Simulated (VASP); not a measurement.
# Sb2Se3 (Pnma) in VASP: single point with PBE

Aim: the single point of Sb2Se3 with PBE.

Program: VASP 6.6.1. These are calculated values, not measurements. Logs are shortened: lines on timing, memory, paths and dates and some standing lists are left out, and cuts for length are marked.

### Step 1. The cell of the first run

It takes space group Pnma (No. 62, orthorhombic). The conventional cell has a = 11.770 Å, b = 3.962 Å, c = 11.620 Å, α = 90.00°, β = 90.00°, γ = 90.00°. Sb (site symmetry m) has 7 Se at 2.71 to 3.66 Å within 3.7 Å. Within 3.5 Å of Sb (site symmetry m) lie 7 Se at 2.63 to 3.45 Å. Se (site symmetry m) has 5 Sb at 2.63 to 3.18 Å within 3.5 Å. Se (site symmetry m) has 5 Sb at 2.71 to 3.45 Å and 8 Se at 3.42 to 3.96 Å within 4.0 Å. Within 4.0 Å of Se (site symmetry m) lie 4 Sb at 2.71 to 3.66 Å and 9 Se at 3.42 to 3.96 Å.

### Step 2. Single point, PBE

Contents of INCAR:

```
SYSTEM = Sb2Se3
  PREC = Accurate
  ENCUT = 500
  EDIFF = 1E-6
  ISMEAR = -1
  SIGMA = 0.02
  LREAL = .FALSE.
  LASPH = .TRUE.
  NELM = 120
  ALGO = Normal
  ISIF = 2
  LWAVE = .FALSE.
  LCHARG = .FALSE.
  GGA = PE
  NBANDS = 72
  GGA_COMPAT = .FALSE.
```

Contents of KPOINTS:

```
Automatic mesh
0
G
  3 7 3
  0 0 0
```

Contents of POSCAR:

```
Sb2Se3
1.0
   11.7700000000      0.0000000000      0.0000000000
    0.0000000000      3.9620000000      0.0000000000
    0.0000000000      0.0000000000     11.6200000000
Sb Se
8 12
Direct
    0.0255713862      0.2500000000      0.3283515958
    0.9744286138      0.7500000000      0.6716484042
    0.4744286138      0.7500000000      0.8283515958
    0.5255713862      0.2500000000      0.1716484042
    0.1487816590      0.7500000000      0.0390513241
    0.8512183410      0.2500000000      0.9609486759
    0.3512183410      0.2500000000      0.5390513241
    0.6487816590      0.7500000000      0.4609486759
    0.0553799236      0.2500000000      0.8689416084
    0.9446200764      0.7500000000      0.1310583916
    0.4446200764      0.7500000000      0.3689416084
    0.5553799236      0.2500000000      0.6310583916
    0.1289032051      0.7500000000      0.4474976076
    0.8710967949      0.2500000000      0.5525023924
    0.3710967949      0.2500000000      0.9474976076
    0.6289032051      0.7500000000      0.0525023924
    0.2151608053      0.2500000000      0.1957504163
    0.7848391947      0.7500000000      0.8042495837
    0.2848391947      0.7500000000      0.6957504163
    0.7151608053      0.2500000000      0.3042495837
```

Potentials or basis: VASP PAW PBE potentials, release 64 (Sb, Se).

Command:

```console
$ cat potpaw_PBE.64/Sb/POTCAR potpaw_PBE.64/Se/POTCAR > POTCAR
$ mpirun -np 1 vasp_std > vasp.out
```

OUTCAR:

```text
SYSTEM = Sb2Se3
   PREC = Accurate
   ENCUT = 500
   EDIFF = 1E-6
   ISMEAR = -1
   LREAL = .FALSE.
   LASPH = .TRUE.
   NELM = 120
   ISIF = 2
   GGA = PE

 ion  position               nearest neighbor table
   1  0.026  0.250  0.328-  13 2.71  13 2.71  17 2.71  10 3.18  10 3.18  14 3.18
   2  0.974  0.750  0.672-  14 2.71  14 2.71  18 2.71   9 3.18   9 3.18  13 3.18
   3  0.474  0.750  0.828-  15 2.71  15 2.71  19 2.71  12 3.18  12 3.18  16 3.18
   4  0.526  0.250  0.172-  16 2.71  16 2.71  20 2.71  11 3.18  11 3.18  15 3.18
   5  0.149  0.750  0.039-  10 2.63  17 2.80  17 2.80   9 3.01   9 3.01
   6  0.851  0.250  0.961-   9 2.63  18 2.80  18 2.80  10 3.01  10 3.01
   7  0.351  0.250  0.539-  12 2.63  19 2.80  19 2.80  11 3.01  11 3.01
   8  0.649  0.750  0.461-  11 2.63  20 2.80  20 2.80  12 3.01  12 3.01
   9  0.055  0.250  0.869-   6 2.63   5 3.01   5 3.01   2 3.18   2 3.18
  10  0.945  0.750  0.131-   5 2.63   6 3.01   6 3.01   1 3.18   1 3.18
  11  0.445  0.750  0.369-   8 2.63   7 3.01   7 3.01   4 3.18   4 3.18
  12  0.555  0.250  0.631-   7 2.63   8 3.01   8 3.01   3 3.18   3 3.18
  13  0.129  0.750  0.447-   1 2.71   1 2.71   2 3.18
  14  0.871  0.250  0.553-   2 2.71   2 2.71   1 3.18
  15  0.371  0.250  0.947-   3 2.71   3 2.71   4 3.18
  16  0.629  0.750  0.053-   4 2.71   4 2.71   3 3.18
  17  0.215  0.250  0.196-   1 2.71   5 2.80   5 2.80
  18  0.785  0.750  0.804-   2 2.71   6 2.80   6 2.80
  19  0.285  0.750  0.696-   3 2.71   7 2.80   7 2.80
  20  0.715  0.250  0.304-   4 2.71   8 2.80   8 2.80

  LATTYP: Found a simple orthorhombic cell.
 ALAT       =     3.9620000000
 B/A-ratio  =     2.9328621908
 C/A-ratio  =     2.9707218576

  Lattice vectors:

 A1 = (   0.0000000000,   3.9620000000,   0.0000000000)
 A2 = (   0.0000000000,   0.0000000000,  11.6200000000)
 A3 = (  11.7700000000,   0.0000000000,   0.0000000000)

Analysis of symmetry for initial positions (statically):
=====================================================================
 Subroutine PRICEL returns:
 Original cell was already a primitive cell.

 Routine SETGRP: Setting up the symmetry group for a
 simple orthorhombic supercell.

 Subroutine GETGRP returns: Found  8 space group operations
 (whereof  2 operations were pure point group operations)
 out of a pool of  8 trial point group operations.

The static configuration has the point symmetry S_2 .
 The point group associated with its full space group is D_2h.

Analysis of symmetry for dynamics (positions and initial velocities):
=====================================================================
 Subroutine PRICEL returns:
 Original cell was already a primitive cell.

 Routine SETGRP: Setting up the symmetry group for a
 simple orthorhombic supercell.

 Subroutine GETGRP returns: Found  8 space group operations
 (whereof  2 operations were pure point group operations)
 out of a pool of  8 trial point group operations.

The dynamic configuration has the point symmetry S_2 .
 The point group associated with its full space group is D_2h.

 Subroutine INISYM returns: Found  8 space group operations
 (whereof  2 operations are pure point group operations),
 and found     1 'primitive' translations

----------------------------------------------------------------------------------------

                                     Primitive cell

  volume of cell :     541.8724

  direct lattice vectors                    reciprocal lattice vectors
    11.770000000  0.000000000  0.000000000     0.084961767  0.000000000  0.000000000
     0.000000000  3.962000000  0.000000000     0.000000000  0.252397779  0.000000000
     0.000000000  0.000000000 11.620000000     0.000000000  0.000000000  0.086058520

  length of vectors
    11.770000000  3.962000000 11.620000000     0.084961767  0.252397779  0.086058520

  position of ions in fractional coordinates (direct lattice)
     0.025571386  0.250000000  0.328351596
     0.974428614  0.750000000  0.671648404
     0.474428614  0.750000000  0.828351596
     0.525571386  0.250000000  0.171648404
     0.148781659  0.750000000  0.039051324
     0.851218341  0.250000000  0.960948676
[... 12 lines left out ...]
     0.284839195  0.750000000  0.695750416
     0.715160805  0.250000000  0.304249584

  ion indices of the primitive-cell ions
   primitive index   ion index
                 1           1
                 2           2
                 3           3
                 4           4
                 5           5
                 6           6
[... 12 lines left out ...]
                19          19
                20          20

----------------------------------------------------------------------------------------

 KPOINTS: Automatic mesh

Automatic generation of k-mesh.
 Grid dimensions read from file:
 generate k-points for:    3    7    3

 Generating k-lattice:

  Cartesian coordinates                     Fractional coordinates (reciprocal lattice)
     0.028320589  0.000000000  0.000000000     0.333333333  0.000000000  0.000000000
     0.000000000  0.036056826  0.000000000     0.000000000  0.142857143  0.000000000
     0.000000000  0.000000000  0.028686173     0.000000000  0.000000000  0.333333333

  Length of vectors
     0.028320589  0.036056826  0.028686173

  Shift w.r.t. Gamma in fractional coordinates (k-lattice)
     0.000000000  0.000000000  0.000000000

 Subroutine IBZKPT returns following result:
 ===========================================

 Found     16 irreducible k-points:

 Following reciprocal coordinates:
            Coordinates               Weight
  0.000000  0.000000  0.000000      1.000000
  0.333333  0.000000  0.000000      2.000000
  0.000000  0.142857  0.000000      2.000000
  0.333333  0.142857  0.000000      4.000000
  0.000000  0.285714  0.000000      2.000000
  0.333333  0.285714  0.000000      4.000000
[... 8 lines left out ...]
  0.000000  0.428571  0.333333      4.000000
  0.333333  0.428571  0.333333      8.000000
   k-points           NKPTS =     16   k-points in BZ     NKDIM =     16   number of bands    NBANDS=     72
   number of dos      NEDOS =    301   number of ions     NIONS =     20
   total plane-waves  NPLWV = 243000
   dimension x,y,z NGX =    90 NGY =   30 NGZ =   90
   dimension x,y,z NGXF=   180 NGYF=   60 NGZF=  180
   ions per type =               8  12
   NGX,Y,Z   is equivalent  to a cutoff of  12.71, 12.59, 12.88 a.u.
   NGXF,Y,Z  is equivalent  to a cutoff of  25.42, 25.18, 25.75 a.u.
 SYSTEM =  Sb2Se3
   PREC   = accura    normal or accurate (medium, high low for compatibility)
   ISTART =      0    job   : 0-new  1-cont  2-samecut
   ICHARG =      2    charge: 1-file 2-atom 10-const
   ISPIN  =      1    spin polarized calculation?
   LNONCOLLINEAR =      F non collinear calculations
   LSORBIT =      F    spin-orbit coupling
   LASPH  =      T    aspherical Exc in radial PAW
   ENCUT  =  500.0 eV  36.75 Ry    6.06 a.u.  21.46  7.22 21.19*2*pi/ulx,y,z
   NELM   =    120;   NELMIN=  2; NELMDL= -5     # of ELM steps
   EDIFF  = 0.1E-05   stopping-criterion for ELM
   LREAL  =      F    real-space projection
   EDIFFG = 0.1E-04   stopping-criterion for IOM
   NSW    =      0    number of steps for IOM
   IBRION =     -1    ionic relax: 0-MD 1-quasi-New 2-CG
   NFREE  =      0    steps in history (QN), initial steepest desc. (CG)
   ISIF   =      2    stress and relaxation
   ISYM   =      2    0-nonsym 1-usesym 2-fastsym
   POTIM  = 0.5000    time-step for ionic-motion
   TEBEG  =    0.0;   TEEND  =   0.0 temperature during run
   PSTRESS=    0.0 pullay stress
   NELECT =     112.0000    total number of electrons
   NUPDOWN=      -1.0000    fix difference up-down
   EMIN   =  10.00;   EMAX   =-10.00  energy-range for DOS
   EFERMI =   0.00;   METHOD = LEGACY
   ISMEAR =    -1;   SIGMA  =   0.02  broadening in eV -4-tet -1-fermi 0-gaus
   EFERMI_NEDOS =   21; number of points for ismear=-14 and -15
   IALGO  =     38    algorithm
   IMIX   =      4    mixing-type and parameters
     AMIX     =   0.40;   BMIX     =  1.00
     AMIX_MAG =   1.60;   BMIX_MAG =  1.00
  volume/ion in A,a.u.               =      27.09       182.84
  Fermi-wavevector in a.u.,A,eV,Ry     =   0.967940  1.829142 12.747408  0.936908
  Thomas-Fermi vector in A             =   2.097868
   LORBIT       =      0    0 simple, 1 ext, 2 COOP (PROOUT), +10 PAW based schemes
   GGA     = PE    functional components
   LHFCALC =     F    Hartree Fock is set to
   AEXX    =    0.0000 exact exchange contribution
   IVDW    =     0    specifies the selected vdW correction
   LEPSILON=     F    determine dielectric tensor
   LRPA    =     F    only Hartree local field effects (RPA)
 non-spin polarized calculation
  energy-cutoff  :      500.00
  volume of cell :      541.87
 maximum number of plane-waves:     13785
 NGX is ok and might be reduce to    90
   NGX = 43   NGY = 15   NGZ = 43

 number of electron     111.9999987 magnetization

 Free energy of the ion-electron system (eV)
  ---------------------------------------------------
  ext. energy  EPLUGINS =         0.00000000
  ---------------------------------------------------
  free energy    TOTEN  =       -80.13451000 eV

  energy without entropy =      -80.13451000  energy(sigma->0) =      -80.13451000

 E-fermi :   5.1018     XC(G=0):  -9.3680

 val. band max:        4.6662881180   @ k =   0.3333   0.0000   0.0000
 cond. band min:       5.5847499740   @ k =   0.0000   0.0000   0.3333
 fundamental gap:      0.9184618560
 Fermi energy:         5.1018428169

 k-point     1 :       0.0000    0.0000    0.0000
  band No.  band energies     occupation
      1      -9.4950      2.00000
      2      -9.1387      2.00000
      3      -8.8766      2.00000
      4      -8.7661      2.00000
      5      -8.7272      2.00000
      6      -8.4501      2.00000
[... 60 lines left out ...]
     67       7.1862      0.00000
     68       7.3184      0.00000

 k-point     2 :       0.3333    0.0000    0.0000
  band No.  band energies     occupation
      1      -9.4331      2.00000
      2      -9.2708      2.00000
      3      -8.8100      2.00000
      4      -8.7635      2.00000
      5      -8.6697      2.00000
      6      -8.5531      2.00000
[... 60 lines left out ...]
     67       7.1847      0.00000
     68       7.2398      0.00000

 k-point     3 :       0.0000    0.1429    0.0000
  band No.  band energies     occupation
      1      -9.3568      2.00000
      2      -9.0095      2.00000
      3      -8.7564      2.00000
      4      -8.6503      2.00000
      5      -8.6022      2.00000
      6      -8.3436      2.00000
[... 912 lines left out ...]
     67       7.5827      0.00000
     68       7.6945      0.00000

 k-point    16 :       0.3333    0.4286    0.3333
  band No.  band energies     occupation
      1      -8.3171      2.00000
      2      -8.2431      2.00000
      3      -8.1055      2.00000
      4      -8.0677      2.00000
      5      -7.8101      2.00000
      6      -7.7909      2.00000
[... 60 lines left out ...]
     67       7.5452      0.00000
     68       7.6405      0.00000
 [bands above 68 left out]

------------------------ aborting loop because EDIFF is reached ----------------------------------------

  FORCE on cell =-STRESS in cart. coord.  units (eV):
  Direction    XX          YY          ZZ          XY          YZ          ZX
  --------------------------------------------------------------------------------------
  -------------------------------------------------------------------------------------
  Total        6.6989630      7.6589707      4.3041333      0.0000000      0.0000000      0.0000000
  in kB       19.8071094     22.6456049     12.7262143      0.0000000      0.0000000      0.0000000
  external PRESSURE =      18.3929762 kB  Pullay stress =       0.0000000 kB

 VOLUME and BASIS-vectors are now :
 -----------------------------------------------------------------------------
  energy-cutoff  :      500.00
  volume of cell :      541.87
      direct lattice vectors                 reciprocal lattice vectors
    11.770000000  0.000000000  0.000000000     0.084961767  0.000000000  0.000000000
     0.000000000  3.962000000  0.000000000     0.000000000  0.252397779  0.000000000
     0.000000000  0.000000000 11.620000000     0.000000000  0.000000000  0.086058520

 POSITION                                       TOTAL-FORCE (eV/Angst)
 -----------------------------------------------------------------------------------
      0.30098      0.99050      3.81545        -0.031549     -0.000000     -0.022038
     11.46902      2.97150      7.80455         0.031549     -0.000000      0.022038
      5.58402      2.97150      9.62545         0.031549     -0.000000     -0.022038
      6.18598      0.99050      1.99455        -0.031549      0.000000      0.022038
      1.75116      2.97150      0.45378         0.009096      0.000000     -0.024655
     10.01884      0.99050     11.16622        -0.009096      0.000000      0.024655
[... 12 lines left out ...]
      3.35256      2.97150      8.08462        -0.009880      0.000000      0.012104
      8.41744      0.99050      3.53538         0.009880      0.000000     -0.012104
 -----------------------------------------------------------------------------------
    total drift:                               -0.000000      0.000000      0.000000

  FREE ENERGIE OF THE ION-ELECTRON SYSTEM (eV)
  ---------------------------------------------------
  free  energy   TOTEN  =       -80.1345100018 eV

  energy  without entropy=      -80.1345100017  energy(sigma->0) =      -80.13451000
```

It took 25 min on 1 thread of Intel Xeon 8259CL, shared host; peak memory 0.78 GiB.

Results:

| Item | Value |
| --- | --- |
| Free energy | -80.1345 eV |
| Pressure | 1.8 GPa |
| Largest force | 0.038 eV/Å |
| Band gap on the k mesh | 0.92 eV (least direct gap 1.00 eV) |

Forces in eV/Å, atoms in the order of the input:
```
Sb  -0.032  0.000 -0.022
Sb   0.032  0.000  0.022
Sb   0.032  0.000 -0.022
Sb  -0.032  0.000  0.022
Sb   0.009  0.000 -0.025
Sb  -0.009  0.000  0.025
Sb  -0.009  0.000 -0.025
Sb   0.009  0.000  0.025
Se   0.015  0.000 -0.007
Se  -0.015  0.000  0.007
Se  -0.015  0.000 -0.007
Se   0.015  0.000  0.007
Se   0.027  0.000  0.016
Se  -0.027  0.000 -0.016
Se  -0.027  0.000  0.016
Se   0.027  0.000 -0.016
Se   0.010  0.000  0.012
Se  -0.010  0.000 -0.012
Se  -0.010  0.000  0.012
Se   0.010  0.000 -0.012
```

Stress tensor (GPa, compression positive):
```
1.98 0.00 0.00
0.00 2.26 0.00
0.00 0.00 1.27
```

Levels at points of the mesh, in eV from the valence-band top:
```csv
k point,band 54,band 55,band 56,band 57,band 58,band 59
"(0.00, 0.00, 0.00)",-0.19,-0.13,-0.07,1.03,1.20,1.32
```

Caveat: spin-orbit coupling is left out, which moves the levels of the heavy elements; an odd mesh through Γ misses points on the zone boundary, where band edges can lie.
